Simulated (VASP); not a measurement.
Runs of VASP 6.6.1 on Eu. The structure is that of space group Im-3m (No. 229), or close to it. The cells are those of the table. 

| task | cell | k mesh for the DOS | occupations for the DOS | gap on the mesh (eV) | pressure (GPa) | moment (μB) |
| --- | --- | --- | --- | --- | --- | --- |
| density of states | a = 3.801 Å, angles 109.5°, 1 atom | 21 × 21 × 21 | tetrahedron | - | - | 7.23 |
| single point | a = 3.841 Å, angles 109.5°, 1 atom | - | - | none | -0.7 | (a) |
| single point | a = 3.978 Å, angles 109.5°, 1 atom | - | - | none | -1.7 | 7.32 |
| single point | a = 3.992 Å, angles 109.5°, 1 atom | - | - | none | (b) | 7.33 |

Alike in all rows: level PBE; potentials or basis VASP PAW PBE potentials, release 64 (Eu); spin collinear, ferromagnetic start; k mesh 14 × 14 × 14; cutoff (eV) 520; smearing gaussian 0.05 eV.

**Question.** Fill in the values left out.

**Answer.** (a) 7.24; (b) -1.8.

Caveats: spin-orbit coupling is left out, which moves the levels of the heavy elements; tetrahedron occupations give inexact forces and stress in metals (some runs).

A k mesh can miss the band edges, and the runs leave out spin-orbit coupling on Eu.

A gap of «none» marks levels without a gap at the run's occupations.
